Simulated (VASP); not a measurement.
Here is a VASP 6.6.1 calculation.

Contents of INCAR:

```
PREC = Accurate ; ENCUT = 520
EDIFF = 1E-7 ; ISMEAR = 0
SIGMA = 0.05 ; LREAL = False
LASPH = True ; NELM = 60
ALGO = Normal ; ISIF = 2
LWAVE = False ; LCHARG = False
LDIPOL = True ; IDIPOL = 3
DIPOL = 0.5 0.5 0.367 ; GGA = PE
IVDW = 12 ; NBANDS = 18
```

KPOINTS

```
Automatic mesh
0
Gamma
  9 9 1
```

POSCAR

```
As
1.0
    3.5716242980      0.0000000000      0.0000000000
   -1.7858121490      3.0931173748      0.0000000000
    0.0000000000      0.0000000000     20.2951239168
As
4
Direct
    0.3333333333      0.6666666667      0.2217281362
    0.6666666667      0.3333333334      0.2904843481
    0.6666666667      0.8333333334      0.4434092574
    1.0000000000      0.5000000000      0.5121634389
```

Potentials or basis: VASP PAW PBE potentials, release 64 (As).

Launch:

```console
$ cat potpaw_PBE.64/As/POTCAR > POTCAR
$ mpirun -np 1 vasp_std > vasp.out
```

Q: What does it give for the largest force?

A: 0.091 eV/Å.

Q: Estimate the band gap on the k mesh.

A: 0.75 eV, indirect (least direct gap 1.42 eV).

Forces in eV/Å, atoms in the order of the input:
```
As   0.009  0.005 -0.090
As   0.004  0.002  0.091
As  -0.004 -0.002 -0.091
As  -0.009 -0.005  0.090
```
